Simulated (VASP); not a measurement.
# H15C2NO6: single point with PBE

H15C2NO6:

```
O H C N
1.0
     6.43928    0.00000    0.00000
     0.00000    6.43928    0.00000
     0.00000    0.00000    6.43928
O H C N
6 15 2 1
Direct
  0.58121 0.06550 0.80480
  0.42191 0.22650 0.24969
  0.42294 0.68118 0.74822
  0.07058 0.47575 0.39543
  0.70815 0.39767 0.60289
  0.34791 0.82843 0.33052
  0.68359 0.01677 0.91043
  0.62755 0.22565 0.75199
  0.46671 0.22728 0.10396
  0.44488 0.07521 0.28846
  0.45022 0.82885 0.72959
  0.55421 0.61310 0.73623
  0.13604 0.61524 0.44270
  0.20308 0.38049 0.39919
  0.64267 0.43837 0.47272
  0.85989 0.44983 0.58005
  0.26984 0.84143 0.19432
  0.45156 0.72679 0.28217
  0.01458 0.22968 0.85270
  0.26911 0.14741 0.85441
  0.09347 0.04168 0.68362
  0.10616 0.09232 0.83439
  0.00853 0.96215 0.98780
  0.90417 0.87865 0.11238
```

```yaml
Program: VASP 6.6.1
Task: single point
Functional: PBE
Potentials_or_basis: VASP PAW PBE potentials, release 64 (O, H, C, N)
Cutoff: 520 eV
k_mesh: 1 × 1 × 1
Occupations: fermi-dirac, width 0.05 eV
Spin: no spin polarisation
```

```yaml
Pressure: -0.9 GPa
Largest_force: 3.076 eV/Å
Band_gap_on_the_k_mesh: 4.12 eV
```

Forces on the atoms (eV/Å):
```
O    1.087  2.688  0.216
O    0.553 -0.730 -0.047
O   -1.438  0.044  0.376
O    2.683  0.571  1.281
O    1.790  1.242  0.088
O   -0.336 -0.413 -2.147
H   -0.653  0.360 -0.694
H   -0.358 -3.034  0.359
H   -0.117  0.187  0.203
H   -0.344  1.075  0.079
H    0.320  0.261  0.047
H    0.905 -0.533 -0.160
H   -0.711 -1.738 -0.783
H   -2.007  1.190 -0.429
H   -0.265 -0.554 -0.068
H   -1.232 -0.987 -0.159
H    0.233  0.000  1.457
H    0.005  0.208  0.560
H   -0.508  1.166 -0.267
H   -0.567 -0.810  0.421
H   -0.441 -1.169 -2.463
C    0.852  1.196  2.272
C    0.026 -0.462  0.489
N    0.524  0.242 -0.633
```

Stress tensor (GPa, compression positive):
```
-0.62 -1.28  0.94
-1.28 -1.48  0.34
 0.94  0.34 -0.50
```

Levels at points of the mesh, in eV from the valence-band top:
```tsv
k point	band 29	band 30	band 31	band 32	band 33	band 34	band 35	band 36
(0.00, 0.00, 0.00)	-0.86	-0.62	-0.49	0.00	4.12	5.19	5.62	7.13
```

It took 30 s on 1 thread of AMD EPYC 7R13 Processor (Zen 3), on a shared host, peak memory 0.27 GiB.

Caveat: the k points lie up to 0.98 Å⁻¹ apart.
